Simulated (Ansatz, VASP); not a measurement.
**Two plane-wave programs on CaO**

The input INCAR:

```
SYSTEM = CaO
PREC = Accurate
ENCUT = 520
EDIFF = 1E-6
ISMEAR = 0
SIGMA = 0.02
LREAL = .FALSE.
LASPH = .TRUE.
NELM = 100
ALGO = Normal
ISIF = 2
LWAVE = .FALSE.
LCHARG = .FALSE.
GGA = PE
NBANDS = 15
```

The input KPOINTS:

```
regular mesh
0
G
  8 8 8
  0 0 0
```

File POSCAR:

```
CaO
1.0
    0.0000000000      2.4389689799      2.4389689799
    2.4389689799      0.0000000000      2.4389689799
    2.4389689799      2.4389689799      0.0000000000
Ca O
1 1
Direct
    0.0000000000      0.0000000000      0.0000000000
    0.5000000000      0.5000000000      0.5000000000
```

Input for Ansatz:

```yaml
crystal:
  lattice:
    - [0.0, 2.4389689799, 2.4389689799]
    - [2.4389689799, 0.0, 2.4389689799]
    - [2.4389689799, 2.4389689799, 0.0]
  atoms:
    - { symbol: Ca, position: [0.0, 0.0, 0.0] }
    - { symbol: O, position: [0.5, 0.5, 0.5] }
basis:
  ecutwfc: 420
kpoints:
  mp_grid: { grid: [8, 8, 8] }
hamiltonian:
  xc: pbe
scf:
  occupations: { method: gaussian, width: 0.02 }
output:
  forces: true
  stress: true
  eigenvalues: true
  write_density: true
  write_potential: true
  elf: true
  volumetric_format: npy
```

Alike in both runs: task single point; functional PBE; k mesh 8 × 8 × 8; occupations gaussian, width 0.02 eV; no spin polarisation.

|  | VASP | Ansatz |
| --- | --- | --- |
| version | VASP 6.6.1 | Ansatz 0.2.0 |
| potentials or method | VASP PAW PBE potentials, release 64 (Ca_sv, O), cutoff 520 eV | scalar-relativistic, plane waves, PAW |
| valence electrons in the cell | 16 | 16 |

```csv
,VASP,Ansatz,Ansatz less VASP
gap on the k mesh at the Fermi level (eV),3.64,3.66,+0.017
least direct gap on the mesh (eV),4.02,4.04,+0.018
pressure (GPa),-2.4,-2.9,-0.46
```

The functional is the same, so the differences come from potentials, cutoffs and numerics.
